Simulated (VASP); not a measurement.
Input of a VASP 6.6.1 run:

Contents of INCAR:

```
PREC = Accurate ; ENCUT = 520
EDIFF = 1E-6 ; ISMEAR = 0
SIGMA = 0.05 ; LREAL = F
LASPH = T ; NELM = 150
ALGO = Normal ; ISIF = 2
LWAVE = F ; LCHARG = T
ISPIN = 2 ; MAGMOM = 1.5
LORBIT = 11 ; LMAXMIX = 4
GGA = PE ; LELF = T
LVHAR = T ; NBANDS = 16
```

KPOINTS

```
regular mesh
0
Gamma
  1 1 22
```

Contents of POSCAR:

```
Zr
1.0
    9.0000000000      0.0000000000      0.0000000000
    0.0000000000      9.3000000000      0.0000000000
    0.0000000000      0.0000000000      2.5312013183
Zr
1
Direct
    0.5000000000      0.5000000000      0.0000000000
```

Potentials or basis: VASP PAW PBE potentials, release 64 (Zr_sv).

Run with:

```bash
$ cat potpaw_PBE.64/Zr_sv/POTCAR > POTCAR
$ mpirun -np 1 vasp_std > vasp.out
```

(1) What does it give for the site moments?

(2) Predict the net moment.

Answers

(1) Zr +0.38 μB.

(2) 0.73 μB per cell.
